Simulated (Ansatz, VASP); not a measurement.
# Two plane-wave programs on Rb

Contents of INCAR:

```
PREC = Accurate
ENCUT = 520
EDIFF = 1E-6
ISMEAR = -1
SIGMA = 0.08
LREAL = False
LASPH = True
NELM = 60
ALGO = Normal
ISIF = 2
LWAVE = False
LCHARG = False
GGA = PE
NBANDS = 16
```

KPOINTS

```
Automatic mesh
0
Gamma
  9 9 5
```

Contents of POSCAR:

```
Rb
1.0
    5.0419373083      0.0000000000      0.0000000000
   -2.5209686541      4.3664457933      0.0000000000
    0.0000000000      0.0000000000      8.3185565893
Rb
2
Direct
    0.3333333333      0.6666666667      0.2500000000
    0.6666666667      0.3333333333      0.7500000000
```

Input for Ansatz:

```yaml
crystal:
  lattice:
    - [5.0419373083, 0.0, 0.0]
    - [-2.5209686541, 4.3664457933, 0.0]
    - [0.0, 0.0, 8.3185565893]
  atoms:
    - { symbol: Rb, position: [0.3333333333, 0.6666666667, 0.25] }
    - { symbol: Rb, position: [0.6666666667, 0.3333333333, 0.75] }
kpoints:
  mp_grid: { grid: [9, 9, 5] }
  band_path:
    path:
      - [0.0, 0.0, 0.0]
      - [0.5, 0.0, 0.0]
      - [0.3333333333, 0.3333333333, 0.0]
      - [0.0, 0.0, 0.0]
      - [0.0, 0.0, 0.5]
      - [0.5, 0.0, 0.5]
      - [0.3333333333, 0.3333333333, 0.5]
      - [0.0, 0.0, 0.5]
      - [0.5, 0.0, 0.5]
    npoints: 8
scf:
  occupations: { method: fermi_dirac, width: 0.08 }
hamiltonian:
  xc: pbe
  pseudopotentials: { kind: paw }
output:
  forces: true
  stress: true
  eigenvalues: true
  populations: true
  dos: { projected: true, de: 0.2, e_range: [-14, 8] }
```

Change from the starting cell: volume scaled by 1, PAW files.

Alike in both runs: task single point; functional PBE; k mesh 9 × 9 × 5; occupations fermi-dirac, width 0.08 eV; no spin polarisation.

|  | VASP | Ansatz |
| --- | --- | --- |
| version | VASP 6.6.1 | Ansatz 0.2.0 |
| potentials or method | VASP PAW PBE potentials, release 64 (Rb_sv) | PAW with Ansatz's default frozen-core files, scalar-relativistic |
| plane-wave cutoff (eV) | 520 | 420 |
| valence electrons in the cell | 18 | 18 |

```csv
,VASP,Ansatz,Ansatz less VASP
pressure (GPa),0.0,0.0,0.00
```
